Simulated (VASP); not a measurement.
Here is a VASP 6.6.1 calculation.

Contents of INCAR:

```
PREC = Accurate ; ENCUT = 520
EDIFF = 1E-7 ; ISMEAR = 1
SIGMA = 0.01 ; LREAL = F
LASPH = T ; NELM = 80
ALGO = Normal ; ISIF = 2
LWAVE = F ; LCHARG = T
GGA = PE ; LELF = T
LVHAR = T ; NBANDS = 34
```

File KPOINTS:

```
regular mesh
0
Gamma
  7 7 3
```

The input POSCAR:

```
CdClO
1.0
    3.8619346733      0.0000000000      0.0000000000
   -1.9309673367      3.3445334158      0.0000000000
    0.0000000000      0.0000000000      9.6883986018
Cd Cl O
2 2 2
Direct
    0.3333333333      0.6666666667      0.5190610000
    0.6666666667      0.3333333333      0.0190610000
    0.3333333333      0.6666666667      0.8387190000
    0.6666666667      0.3333333333      0.3387190000
    0.0000000000      0.0000000000      0.5792210000
    0.0000000000      0.0000000000      0.0792210000
```

Potentials or basis: VASP PAW PBE potentials, release 64 (Cd, Cl, O).

The run is started by

```sh
$ cat potpaw_PBE.64/Cd/POTCAR potpaw_PBE.64/Cl/POTCAR potpaw_PBE.64/O/POTCAR > POTCAR
$ mpirun -np 1 vasp_std > vasp.out
```

Problem. What does it give for the pressure?

Solution. -3.9 GPa.

Problem. Estimate the largest force.

Solution. 0.158 eV/Å.

Stress tensor (GPa, compression positive):
```
-4.83  0.00  0.00
 0.00 -4.83  0.00
 0.00  0.00 -2.15
```

Caveat: the cell stands under tension.
